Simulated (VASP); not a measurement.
# MoS2 in VASP: notebook

The runs below take MoS2 through relaxation of the atoms, with PBEsol.

Everything below comes from runs of VASP 6.6.1. Logs are shortened: lines on timing, memory, paths and dates and some standing lists are left out, and cuts for length are marked.

## (1) The cell of the first run

The cell holds a sheet with vacuum, 3 atoms: a = 3.156 Å, b = 3.156 Å, c = 18.120 Å, α = 90.00°, β = 90.00°, γ = 120.00°.

## (2) Relaxation of the atoms, PBEsol

Input file INCAR:

```
SYSTEM = MoS2
ALGO     = Normal         ! electronic algorithm
EDIFF    = 1E-6           ! SCF threshold, eV
EDIFFG   = -5E-4          ! ionic threshold
ENCUT    = 520            ! plane-wave cutoff, eV
GGA      = PS             ! functional
IBRION   = 2              ! ionic algorithm
ISIF     = 2              ! what is computed and relaxed
ISMEAR   = 0              ! smearing method
LASPH    = .TRUE.         ! aspherical terms in the spheres
LCHARG   = .FALSE.        ! write CHGCAR
LREAL    = .FALSE.        ! projectors in reciprocal space
LWAVE    = .FALSE.        ! write WAVECAR
NELM     = 100            ! most SCF steps
NSW      = 80             ! ionic steps
PREC     = Accurate       ! precision mode
SIGMA    = 0.01           ! smearing width, eV
```

Input file KPOINTS:

```
k-points
0
G
  12 12 1
  0 0 0
```

Input file POSCAR:

```
MoS2
1.0
    3.1562247216      0.0000000000      0.0000000000
   -1.5781123608      2.7333707889      0.0000000000
    0.0000000000      0.0000000000     18.1200000000
S Mo
2 1
Direct
    0.3333333333      0.6666666667      0.4139963042
    0.3333333333      0.6666666667      0.5860036958
    0.6666666667      0.3333333333      0.5000000000
```

Potentials or basis: VASP PAW PBE potentials, release 64 (S, Mo_sv).

Launch:

```console
> cat potpaw_PBE.64/S/POTCAR potpaw_PBE.64/Mo_sv/POTCAR > POTCAR
> mpirun -np 1 vasp_std > vasp.out
```

OUTCAR:

```text
SYSTEM = MoS2
   EDIFF = 1E-6
   EDIFFG = -5E-4
   ENCUT = 520
   GGA = PS
   IBRION = 2
   ISIF = 2
   ISMEAR = 0
   LASPH = .TRUE.
   LREAL = .FALSE.
   NELM = 100
   NSW = 80
   PREC = Accurate

 ion  position               nearest neighbor table
   1  0.333  0.667  0.414-   3 2.40   3 2.40   3 2.40
   2  0.333  0.667  0.586-   3 2.40   3 2.40   3 2.40
   3  0.667  0.333  0.500-   1 2.40   2 2.40   1 2.40   2 2.40   1 2.40   2 2.40

  LATTYP: Found a hexagonal cell.
 ALAT       =     3.1562247216
 C/A-ratio  =     5.7410360790

  Lattice vectors:

 A1 = (   3.1562247216,   0.0000000000,   0.0000000000)
 A2 = (  -1.5781123608,   2.7333707889,   0.0000000000)
 A3 = (   0.0000000000,   0.0000000000,  18.1200000000)

Analysis of symmetry for initial positions (statically):
=====================================================================
 Subroutine PRICEL returns:
 Original cell was already a primitive cell.

 Routine SETGRP: Setting up the symmetry group for a
 hexagonal supercell.

 Subroutine GETGRP returns: Found 12 space group operations
 (whereof 12 operations were pure point group operations)
 out of a pool of 24 trial point group operations.

The static configuration has the point symmetry D_3h.

Analysis of symmetry for dynamics (positions and initial velocities):
=====================================================================
 Subroutine PRICEL returns:
 Original cell was already a primitive cell.

 Routine SETGRP: Setting up the symmetry group for a
 hexagonal supercell.

 Subroutine GETGRP returns: Found 12 space group operations
 (whereof 12 operations were pure point group operations)
 out of a pool of 24 trial point group operations.

The dynamic configuration has the point symmetry D_3h.

 Subroutine INISYM returns: Found 12 space group operations
 (whereof 12 operations are pure point group operations),
 and found     1 'primitive' translations

----------------------------------------------------------------------------------------

                                     Primitive cell

  volume of cell :     156.3236

  direct lattice vectors                    reciprocal lattice vectors
     3.156224722  0.000000000  0.000000000     0.316834221  0.182924323  0.000000000
    -1.578112361  2.733370789  0.000000000     0.000000000  0.365848645  0.000000000
     0.000000000  0.000000000 18.120000000     0.000000000  0.000000000  0.055187638

  length of vectors
     3.156224722  3.156224722 18.120000000     0.365848645  0.365848645  0.055187638

  position of ions in fractional coordinates (direct lattice)
     0.333333333  0.666666667  0.413996304
     0.333333333  0.666666667  0.586003696
     0.666666667  0.333333333  0.500000000

  ion indices of the primitive-cell ions
   primitive index   ion index
                 1           1
                 2           2
                 3           3

----------------------------------------------------------------------------------------

 KPOINTS: k-points

Automatic generation of k-mesh.
 Grid dimensions read from file:
 generate k-points for:   12   12    1

 Generating k-lattice:

  Cartesian coordinates                     Fractional coordinates (reciprocal lattice)
     0.026402852  0.015243694  0.000000000     0.083333333  0.000000000  0.000000000
     0.000000000  0.030487387  0.000000000     0.000000000  0.083333333  0.000000000
     0.000000000  0.000000000  0.055187638     0.000000000  0.000000000  1.000000000

  Length of vectors
     0.030487387  0.030487387  0.055187638

  Shift w.r.t. Gamma in fractional coordinates (k-lattice)
     0.000000000  0.000000000  0.000000000

 Subroutine IBZKPT returns following result:
 ===========================================

 Found     19 irreducible k-points:

 Following reciprocal coordinates:
            Coordinates               Weight
  0.000000  0.000000  0.000000      1.000000
  0.083333 -0.000000  0.000000      6.000000
  0.166667 -0.000000  0.000000      6.000000
  0.250000 -0.000000  0.000000      6.000000
  0.333333 -0.000000  0.000000      6.000000
  0.416667  0.000000  0.000000      6.000000
[... 11 lines left out ...]
  0.333333  0.250000  0.000000     12.000000
  0.333333  0.333333  0.000000      2.000000
   k-points           NKPTS =     19   k-points in BZ     NKDIM =     19   number of bands    NBANDS=     17
   number of dos      NEDOS =    301   number of ions     NIONS =      3
   total plane-waves  NPLWV =  80640
   dimension x,y,z NGX =    24 NGY =   24 NGZ =  140
   dimension x,y,z NGXF=    48 NGYF=   48 NGZF=  280
   ions per type =               2   1
   NGX,Y,Z   is equivalent  to a cutoff of  12.64, 12.64, 12.84 a.u.
   NGXF,Y,Z  is equivalent  to a cutoff of  25.28, 25.28, 25.69 a.u.
 SYSTEM =  MoS2
   PREC   = accura    normal or accurate (medium, high low for compatibility)
   ISTART =      0    job   : 0-new  1-cont  2-samecut
   ICHARG =      2    charge: 1-file 2-atom 10-const
   ISPIN  =      1    spin polarized calculation?
   LNONCOLLINEAR =      F non collinear calculations
   LSORBIT =      F    spin-orbit coupling
   LASPH  =      T    aspherical Exc in radial PAW
   ENCUT  =  520.0 eV  38.22 Ry    6.18 a.u.   5.87  5.87 33.69*2*pi/ulx,y,z
   NELM   =    100;   NELMIN=  2; NELMDL= -5     # of ELM steps
   EDIFF  = 0.1E-05   stopping-criterion for ELM
   LREAL  =      F    real-space projection
   EDIFFG = -.5E-03   stopping-criterion for IOM
   NSW    =     80    number of steps for IOM
   IBRION =      2    ionic relax: 0-MD 1-quasi-New 2-CG
   NFREE  =      1    steps in history (QN), initial steepest desc. (CG)
   ISIF   =      2    stress and relaxation
   ISYM   =      2    0-nonsym 1-usesym 2-fastsym
   POTIM  = 0.5000    time-step for ionic-motion
   TEBEG  =    0.0;   TEEND  =   0.0 temperature during run
   PSTRESS=    0.0 pullay stress
   NELECT =      26.0000    total number of electrons
   NUPDOWN=      -1.0000    fix difference up-down
   EMIN   =  10.00;   EMAX   =-10.00  energy-range for DOS
   EFERMI =   0.00;   METHOD = LEGACY
   ISMEAR =     0;   SIGMA  =   0.01  broadening in eV -4-tet -1-fermi 0-gaus
   EFERMI_NEDOS =   21; number of points for ismear=-14 and -15
   IALGO  =     38    algorithm
   IMIX   =      4    mixing-type and parameters
     AMIX     =   0.40;   BMIX     =  1.00
     AMIX_MAG =   1.60;   BMIX_MAG =  1.00
  volume/ion in A,a.u.               =      52.11       351.64
  Fermi-wavevector in a.u.,A,eV,Ry     =   0.900308  1.701335 11.028261  0.810554
  Thomas-Fermi vector in A             =   2.023249
   LORBIT       =      0    0 simple, 1 ext, 2 COOP (PROOUT), +10 PAW based schemes
   GGA     = PS    functional components
   LHFCALC =     F    Hartree Fock is set to
   AEXX    =    0.0000 exact exchange contribution
   IVDW    =     0    specifies the selected vdW correction
   LEPSILON=     F    determine dielectric tensor
   LRPA    =     F    only Hartree local field effects (RPA)
 conjugate gradient relaxation of ions
 non-spin polarized calculation
 Gauss-broadening in eV      SIGMA  =   0.01
  energy-cutoff  :      520.00
  volume of cell :      156.32
 maximum number of plane-waves:      4240
 NGX is ok and might be reduce to    24
   NGX = 11   NGY = 11   NGZ = 67

--------------------------------------- Ionic step        1  -------------------------------------------

 number of electron      25.9999999 magnetization

 Free energy of the ion-electron system (eV)
  ---------------------------------------------------
  ext. energy  EPLUGINS =         0.00000000
  ---------------------------------------------------
  free energy    TOTEN  =       -23.42242576 eV

  energy without entropy =      -23.42242576  energy(sigma->0) =      -23.42242576

------------------------ aborting loop because EDIFF is reached ----------------------------------------

  FORCE on cell =-STRESS in cart. coord.  units (eV):
  Direction    XX          YY          ZZ          XY          YZ          ZX
  --------------------------------------------------------------------------------------
  -------------------------------------------------------------------------------------
  Total       -0.5738205     -0.5738205     -0.3424749     -0.0000000      0.0000000      0.0000000
  in kB       -5.8811467     -5.8811467     -3.5100606     -0.0000000      0.0000000      0.0000000
  external PRESSURE =      -5.0907846 kB  Pullay stress =       0.0000000 kB

 VOLUME and BASIS-vectors are now :
 -----------------------------------------------------------------------------
  energy-cutoff  :      520.00
  volume of cell :      156.32
      direct lattice vectors                 reciprocal lattice vectors
     3.156224722  0.000000000  0.000000000     0.316834221  0.182924323  0.000000000
    -1.578112361  2.733370789  0.000000000     0.000000000  0.365848645  0.000000000
     0.000000000  0.000000000 18.120000000     0.000000000  0.000000000  0.055187638
[... 186 lines left out ...]
 POSITION                                       TOTAL-FORCE (eV/Angst)
 -----------------------------------------------------------------------------------
     -0.00000      1.82225      7.50694        -0.000000     -0.000000     -0.000616
     -0.00000      1.82225     10.61306        -0.000000      0.000000      0.000616
      1.57811      0.91112      9.06000         0.000000      0.000000      0.000000
 -----------------------------------------------------------------------------------
    total drift:                               -0.000000      0.000000      0.000000

  FREE ENERGIE OF THE ION-ELECTRON SYSTEM (eV)
  ---------------------------------------------------
  free  energy   TOTEN  =       -23.4229740853 eV

  energy  without entropy=      -23.4229740853  energy(sigma->0) =      -23.42297409

--------------------------------------- Ionic step        7  -------------------------------------------

 number of electron      26.0000000 magnetization

 Free energy of the ion-electron system (eV)
  ---------------------------------------------------
  ext. energy  EPLUGINS =         0.00000000
  ---------------------------------------------------
  free energy    TOTEN  =       -23.42297412 eV

  energy without entropy =      -23.42297412  energy(sigma->0) =      -23.42297412

 E-fermi :  -1.5603     XC(G=0):  -4.2389

 val. band max:       -1.6145474582   @ k =   0.3333   0.3333   0.0000
 cond. band min:       0.1372761713   @ k =   0.3333   0.3333   0.0000
 fundamental gap:      1.7518236295
 Fermi energy:        -1.5603040352

 k-point     1 :       0.0000    0.0000    0.0000
  band No.  band energies     occupation
      1     -62.3189      2.00000
      2     -36.5199      2.00000
      3     -36.2762      2.00000
      4     -36.2762      2.00000
      5     -15.7839      2.00000
      6     -14.4152      2.00000
[... 9 lines left out ...]
     16       1.5411      0.00000
     17       1.5411      0.00000
[... 380 lines left out ...]
 POSITION                                       TOTAL-FORCE (eV/Angst)
 -----------------------------------------------------------------------------------
     -0.00000      1.82225      7.50692        -0.000000      0.000000      0.000455
     -0.00000      1.82225     10.61308        -0.000000      0.000000     -0.000455
      1.57811      0.91112      9.06000         0.000000      0.000000      0.000000
 -----------------------------------------------------------------------------------
    total drift:                               -0.000000      0.000000      0.000000

  FREE ENERGIE OF THE ION-ELECTRON SYSTEM (eV)
  ---------------------------------------------------
  free  energy   TOTEN  =       -23.4229741211 eV

  energy  without entropy=      -23.4229741211  energy(sigma->0) =      -23.42297412

 reached required accuracy - stopping structural energy minimisation
```

Run time: 4 min. Hardware: 1 thread of Oxide Virtual Turin-like, shared host; peak memory 0.25 GiB.

What came out:

- Free energy: -23.4230 eV
- Energy gained by relaxing: 0.2 meV/atom
- Ionic steps: 7
- Band gap on the k mesh: 1.75 eV

The path:
```
step  energy change (eV)  largest force (eV/Å)  pressure (GPa)
   1              0.0000                0.1023           -0.51
   2             -0.0005                0.0067           -0.34
   3             -0.0005                0.0009           -0.33
   4             -0.0005                0.0017           -0.32
   5             -0.0005                0.0012           -0.33
   6             -0.0005                0.0006           -0.32
   7             -0.0005                0.0005           -0.33
```

Final structure:
```xyz
3
Lattice="3.1562 0.0000 0.0000 -1.5781 2.7334 0.0000 0.0000 0.0000 18.1200" Properties=species:S:1:pos:R:3 pbc="T T T"
S     0.0000    1.8222    7.5069
S     0.0000    1.8222   10.6131
Mo    1.5781    0.9111    9.0600
```

Levels at points of the mesh, in eV from the valence-band top:
```csv
k point,band 9,band 10,band 11,band 12,band 13,band 14,band 15,band 16,band 17
"(0.00, 0.00, 0.00)",-2.64,-1.79,-1.49,-1.49,-0.01,2.87,2.87,3.16,3.16
"(0.50, 0.00, 0.00)",-4.14,-3.20,-1.88,-0.92,-0.64,2.36,2.88,3.96,4.47
```

Caveat: the PAW data sets were made with another functional, which shifts forces and pressure a little.

## (3) Relaxation of the atoms, PBEsol

This run uses another cell than the first one.

Input file INCAR:

```
SYSTEM = MoS2
PREC = Accurate
ENCUT = 520
EDIFF = 1E-6
ISMEAR = 0
SIGMA = 0.01
LREAL = .False.
LASPH = .True.
NELM = 60
ALGO = Normal
ISIF = 2
LWAVE = .False.
LCHARG = .False.
GGA = PS
IBRION = 2
NSW = 80
EDIFFG = -5E-4
```

Input file KPOINTS:

```
Automatic mesh
0
Gamma
  12 12 1
  0 0 0
```

Input file POSCAR:

```
MoS2
1.0
    3.1719273321      0.0000000000      0.0000000000
   -1.5859636661      2.7469696486      0.0000000000
    0.0000000000      0.0000000000     18.1200000000
S Mo
2 1
Direct
    0.3333333333      0.6666666667      0.4139963042
    0.3333333333      0.6666666667      0.5860036958
    0.6666666667      0.3333333333      0.5000000000
```

Potentials or basis: VASP PAW PBE potentials, release 64 (S, Mo_sv).

Launch:

```console
> cat potpaw_PBE.64/S/POTCAR potpaw_PBE.64/Mo_sv/POTCAR > POTCAR
> mpirun -np 1 vasp_std > vasp.out
```

It took 4.3 min on 1 thread of Oxide Virtual Turin-like, shared host; peak memory 0.26 GiB.

Results (log left out):

```yaml
Free_energy: -23.4164 eV
Energy_gained_by_relaxing: 0.7 meV/atom
Ionic_steps: 5
Band_gap_on_the_k_mesh: 1.64 eV (least direct gap 1.69 eV)
```

Step by step:
```tsv
step	energy change (eV)	largest force (eV/Å)	pressure (GPa)
1	0.0000	0.2025	-0.99
2	-0.0022	0.0162	-0.66
3	-0.0022	0.0007	-0.63
4	-0.0022	0.0033	-0.62
5	-0.0022	0.0004	-0.62
```

Final structure:
```
S Mo
1.0
     3.17193    0.00000    0.00000
    -1.58596    2.74697    0.00000
     0.00000    0.00000   18.12000
S Mo
2 1
Direct
  0.33333 0.66667 0.41458
  0.33333 0.66667 0.58542
  0.66667 0.33333 0.50000
```

Levels at points of the mesh, in eV from the valence-band top:
| k point | band 9 | band 10 | band 11 | band 12 | band 13 | band 14 | band 15 | band 16 | band 17 |
| --- | --- | --- | --- | --- | --- | --- | --- | --- | --- |
| (0.00, 0.00, 0.00) | -2.71 | -1.78 | -1.57 | -1.57 | 0.00 | 2.78 | 2.78 | 3.08 | 3.08 |
| (0.50, 0.00, 0.00) | -4.16 | -3.26 | -1.88 | -1.01 | -0.67 | 2.25 | 2.78 | 3.90 | 4.40 |

Caveat: the PAW data sets were made with another functional, which shifts forces and pressure a little.
